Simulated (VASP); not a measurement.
# CdS (kpbe) (F-43m) in VASP: vibrations by perturbation theory with PBE

Aim: the vibrations by perturbation theory of CdS (kpbe) with PBE.

Everything below comes from runs of VASP 6.6.1. Logs are shortened: lines on timing, memory, paths and dates and some standing lists are left out, and cuts for length are marked.

### Step 1. The cell of the first run

Symmetry: F-43m, No. 216, cubic system. Conventional cell: a = 5.927 Å, b = 5.927 Å, c = 5.927 Å, α = 90.00°, β = 90.00°, γ = 90.00°. Within 3.4 Å of Cd (site symmetry -43m) lie 4 S at 2.57 Å. S (site symmetry -43m) has 4 Cd at 2.57 Å within 3.4 Å.

### Step 2. Vibrations by perturbation theory, PBE

File INCAR:

```
ALGO     = Normal         # electronic algorithm
EDIFF    = 1E-8           # SCF threshold, eV
ENCUT    = 520            # plane-wave cutoff, eV
GGA      = PE             # functional
IBRION   = 8              # ionic algorithm
ISIF     = 2              # what is computed and relaxed
ISMEAR   = 0              # smearing method
LASPH    = True           # aspherical terms in the spheres
LCHARG   = False          # write CHGCAR
LEPSILON = True           # dielectric tensor by DFPT
LREAL    = False          # projectors in reciprocal space
LWAVE    = False          # write WAVECAR
NELM     = 80             # most SCF steps
NSW      = 1              # ionic steps
PREC     = Accurate       # precision mode
SIGMA    = 0.01           # smearing width, eV
```

File KPOINTS:

```
k-points
0
Gamma
  8 8 8
```

File POSCAR:

```
CdS
1.0
    0.0000000000      2.9636036761      2.9636036761
    2.9636036761      0.0000000000      2.9636036761
    2.9636036761      2.9636036761      0.0000000000
Cd S
1 1
Direct
    0.0000000000      0.0000000000      0.0000000000
    0.7500000000      0.7500000000      0.7500000000
```

Potentials or basis: VASP PAW PBE potentials, release 64 (Cd, S).

Started as:

```bash
$ cat potpaw_PBE.64/Cd/POTCAR potpaw_PBE.64/S/POTCAR > POTCAR
$ mpirun -np 1 vasp_std > vasp.out
```

OUTCAR:

```text
EDIFF = 1E-8
   ENCUT = 520
   GGA = PE
   IBRION = 8
   ISIF = 2
   ISMEAR = 0
   LASPH = True
   LEPSILON = True
   LREAL = False
   NELM = 80
   NSW = 1
   PREC = Accurate

 ion  position               nearest neighbor table
   1  0.000  0.000  0.000-   2 2.57   2 2.57   2 2.57   2 2.57
   2  0.750  0.750  0.750-   1 2.57   1 2.57   1 2.57   1 2.57

  LATTYP: Found a face centered cubic cell.
 ALAT       =     5.9272073522

  Lattice vectors:

 A1 = (   0.0000000000,   2.9636036761,   2.9636036761)
 A2 = (   2.9636036761,   0.0000000000,   2.9636036761)
 A3 = (   2.9636036761,   2.9636036761,   0.0000000000)

Analysis of symmetry for initial positions (statically):
=====================================================================
 Subroutine PRICEL returns:
 Original cell was already a primitive cell.

 Routine SETGRP: Setting up the symmetry group for a
 face centered cubic supercell.

 Subroutine GETGRP returns: Found 24 space group operations
 (whereof 24 operations were pure point group operations)
 out of a pool of 48 trial point group operations.

The static configuration has the point symmetry T_d .

Analysis of symmetry for dynamics (positions and initial velocities):
=====================================================================
 Subroutine PRICEL returns:
 Original cell was already a primitive cell.

 Routine SETGRP: Setting up the symmetry group for a
 face centered cubic supercell.

 Subroutine GETGRP returns: Found 24 space group operations
 (whereof 24 operations were pure point group operations)
 out of a pool of 48 trial point group operations.

The dynamic configuration has the point symmetry T_d .

 Subroutine INISYM returns: Found 24 space group operations
 (whereof 24 operations are pure point group operations),
 and found     1 'primitive' translations

----------------------------------------------------------------------------------------

[... 614 lines left out ...]
     0.00000  5.33050  0.00443

 MACROSCOPIC STATIC DIELECTRIC TENSOR (including local field effects in DFT)
 ------------------------------------------------------
           6.697350    -0.000000     0.000000
           0.000000     6.697350     0.000000
          -0.000000     0.000000     6.697350
 ------------------------------------------------------

 PIEZOELECTRIC TENSOR (including local field effects)  for field in x, y, z        (e  Angst)
          XX          YY          ZZ          XY          YZ          ZX
  --------------------------------------------------------------------------------
  x    -0.00000    -0.00000    -0.00000     0.00000     2.12966    -0.00000
  y     0.00000     0.00000     0.00000     0.00000    -0.00000     2.12966
  z    -0.00000    -0.00000    -0.00000     2.12966     0.00000    -0.00000

 PIEZOELECTRIC TENSOR (including local field effects)  for field in x, y, z        (C/m^2)
          XX          YY          ZZ          XY          YZ          ZX
  --------------------------------------------------------------------------------
  x    -0.00000    -0.00000    -0.00000     0.00000     0.65544    -0.00000
  y     0.00000     0.00000     0.00000     0.00000    -0.00000     0.65544
  z    -0.00000    -0.00000    -0.00000     0.65544     0.00000    -0.00000

 BORN EFFECTIVE CHARGES (including local field effects) (in |e|, cummulative output)
 ---------------------------------------------------------------------------------
 ion    1
    1     2.26423     0.00000     0.00000
    2     0.00000     2.26423     0.00000
    3     0.00000     0.00000     2.26423
 ion    2
    1    -2.26423    -0.00000    -0.00000
    2    -0.00000    -2.26423    -0.00000
    3    -0.00000    -0.00000    -2.26423

 INTERNAL STRAIN TENSOR FOR ION    2 for displacements in x,y,z  (eV/Angst):
          X           Y           Z          XY          YZ          ZX
  --------------------------------------------------------------------------------
  x    -0.00000     0.00000     0.00000     0.00000     5.33050     0.00000
  y    -0.00000     0.00000    -0.00000     0.00000     0.00000     5.33050
  z     0.00000     0.00000    -0.00000     5.33050     0.00000     0.00000

 SECOND DERIVATIVES (NOT SYMMETRIZED)
 ------------------------------------
               1X          1Y          1Z          2X          2Y          2Z
  1X    -4.405134    0.000000    0.000000    4.405134    0.000000    0.000000
  1Y     0.000000   -4.405134    0.000000    0.000000    4.405134    0.000000
  1Z     0.000000    0.000000   -4.405134    0.000000    0.000000    4.405134
  2X     4.389544    0.000000    0.000000   -4.389544    0.000000    0.000000
  2Y     0.000000    4.389544    0.000000    0.000000   -4.389544    0.000000
  2Z     0.000000    0.000000    4.389544    0.000000    0.000000   -4.389544

 Eigenvectors and eigenvalues of the dynamical matrix
 ----------------------------------------------------

   1 f  =    6.560006 THz    41.217731 2PiTHz  218.818234 cm-1    27.129991 meV
             X         Y         Z           dx          dy          dz
      0.000000  0.000000  0.000000    -0.471761    0.000000    0.000000
      4.445406  4.445406  4.445406     0.881726    0.000000    0.000000
[... 21 lines left out ...]
   6 f/i=    0.004837 THz     0.030393 2PiTHz    0.161349 cm-1     0.020005 meV
             X         Y         Z           dx          dy          dz
      0.000000  0.000000  0.000000    -0.881726    0.000000    0.000000
      4.445406  4.445406  4.445406    -0.471761    0.000000    0.000000

--------------------------------------------------------------------------------------------------------

 MACROSCOPIC STATIC DIELECTRIC TENSOR IONIC CONTRIBUTION
 ------------------------------------------------------
           4.052542    -0.000000     0.000000
          -0.000000     4.052542    -0.000000
           0.000000    -0.000000     4.052542
 ------------------------------------------------------

 ELASTIC MODULI CONTR FROM IONIC RELAXATION (kBar)
 Direction    XX          YY          ZZ          XY          YZ          ZX
 --------------------------------------------------------------------------------
 XX          -0.0000     -0.0000     -0.0000     -0.0000     -0.0000      0.0000
 YY          -0.0000     -0.0000     -0.0000     -0.0000     -0.0000     -0.0000
 ZZ          -0.0000     -0.0000     -0.0000     -0.0000     -0.0000      0.0000
 XY          -0.0000     -0.0000     -0.0000   -202.6521     -0.0000      0.0000
 YZ          -0.0000     -0.0000     -0.0000     -0.0000   -202.6521      0.0000
 ZX           0.0000     -0.0000      0.0000      0.0000      0.0000   -202.6521
 --------------------------------------------------------------------------------

 PIEZOELECTRIC TENSOR IONIC CONTR  for field in x, y, z        (C/m^2)
          XX          YY          ZZ          XY          YZ          ZX
  --------------------------------------------------------------------------------
  x    -0.00000    -0.00000    -0.00000    -0.00000    -0.85273     0.00000
  y     0.00000    -0.00000     0.00000     0.00000     0.00000    -0.85273
  z    -0.00000    -0.00000    -0.00000    -0.85273    -0.00000     0.00000
```

OSZICAR:

```text
N       E                     dE             d eps       ncg     rms          rms(c)
DAV:   1     0.110360383341E+03    0.11036E+03   -0.91251E+03   754   0.126E+03
DAV:   2    -0.174286940421E+01   -0.11210E+03   -0.10691E+03   904   0.294E+02
DAV:   3    -0.666257268475E+01   -0.49197E+01   -0.49081E+01   894   0.640E+01
DAV:   4    -0.669976666386E+01   -0.37194E-01   -0.37190E-01   879   0.551E+00
[... 166 lines left out ...]
RMM:  11    -0.107927447668E+00   -0.35417E-07   -0.20554E-09  3928   0.328E-05    0.424E-06
RMM:  12    -0.107927415315E+00    0.32353E-07   -0.93030E-09  3550   0.522E-06    0.257E-06
RMM:  13    -0.107927426627E+00   -0.11312E-07   -0.13465E-08  2874   0.241E-06    0.228E-07
RMM:  14    -0.107927427761E+00   -0.11339E-08   -0.12062E-09  1922   0.108E-06    0.188E-07
 Linear response finished
```

stdout:

```text
POSCAR found type information on POSCAR CdS
 POSCAR found :  2 types and       2 ions
 scaLAPACK will be used
 LDA part: xc-table for (Slater+PW92), standard interpolation
 POSCAR, INCAR and KPOINTS ok, starting setup
 FFT: planning ... GRIDC
 FFT: planning ... GRID_SOFT
 FFT: planning ... GRID
 WAVECAR not read
 entering main loop
[... 23 lines left out ...]
  Direction:   3
 dielectric tensor                  component  3 :     0.890     0.798     6.697
 Linear response DOF=           2
 Linear response progress:
 first order change of Fermi-energy  -0.32555E+00
 force on displaced ion       1 direction 1 :  -4.405   0.000   0.000
 Born effective charge ion    1 direction 1 :   2.253   0.000   0.000
 Linear response progress:
 first order change of Fermi-energy   0.32587E+00
 force on displaced ion       2 direction 1 :  -4.390  -0.000  -0.000
 Born effective charge ion    2 direction 1 :  -2.275   0.000   0.000
 Born effective charges drift removed
 Linear response finished
```

It took 4.5 min on 1 thread of Intel Xeon 6975P-C (Granite Rapids), shared host; peak memory 0.33 GiB.

Results:

```yaml
Electronic_dielectric_tensor_diagonal: 6.70
Born_charges_mean_of_the_diagonal: Cd +2.26; S -2.26 e
Highest_phonon_frequency_at_Γ_LO-TO_splitting_left_out: 219 cm⁻¹
```

Phonon frequencies in cm⁻¹ (negative: imaginary):
```
              q point        frequencies
(0.000, 0.000, 0.000)  0 0 0 219 219 219
```

Electronic dielectric tensor:
```
6.70 0.00 0.00
0.00 6.70 0.00
0.00 0.00 6.70
```

Born effective charge tensors (e):
atom 1, Cd
```
2.26 0.00 0.00
0.00 2.26 0.00
0.00 0.00 2.26
```
atom 2, S
```
-2.26  0.00  0.00
 0.00 -2.26  0.00
 0.00  0.00 -2.26
```
